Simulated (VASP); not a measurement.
CdS (Greenockite):

```xyz
4
Lattice="3.5547 0.0000 0.0000 -1.7774 3.0785 0.0000 0.0000 0.0000 6.7661" Properties=species:S:1:pos:R:3 pbc="T T T"
Cd    0.0000    2.0523    0.1363
Cd    1.7774    1.0262    3.5194
S     0.0000    2.0523    2.4009
S     1.7774    1.0262    5.7840
```

Base run:

* Program: VASP 6.6.1
* Functional: PBEsol
* Potentials or basis: VASP PAW PBE potentials, release 64 (Cd, S)
* Cutoff: 520 eV
* k mesh: 6 × 6 × 4
* Occupations: gaussian, width 0.01 eV
* Spin: no spin polarisation

Its results: band gap on the k mesh 0.92 eV, direct; pressure 31.3 GPa; largest force 0.005 eV/Å.

The run is repeated on the same cell with these changes: potentials or basis from VASP PAW PBE potentials, release 64 (Cd, S) to VASP PAW PBE potentials, release 64 (Cd_sv_GW, S); cutoff from 520 eV to 540 eV; further incar settings from ALGO = Normal; EDIFF = 1e-06; NBANDS = 26 to ALGO = Normal; EDIFF = 1e-06; NBANDS = 34; valence electrons from 36 to 52. What comes out?

Band gap on the k mesh 0.92 eV, direct; pressure 28.7 GPa; largest force 0.003 eV/Å.

Caveats: the PAW data sets were made with another functional, which shifts forces and pressure a little.

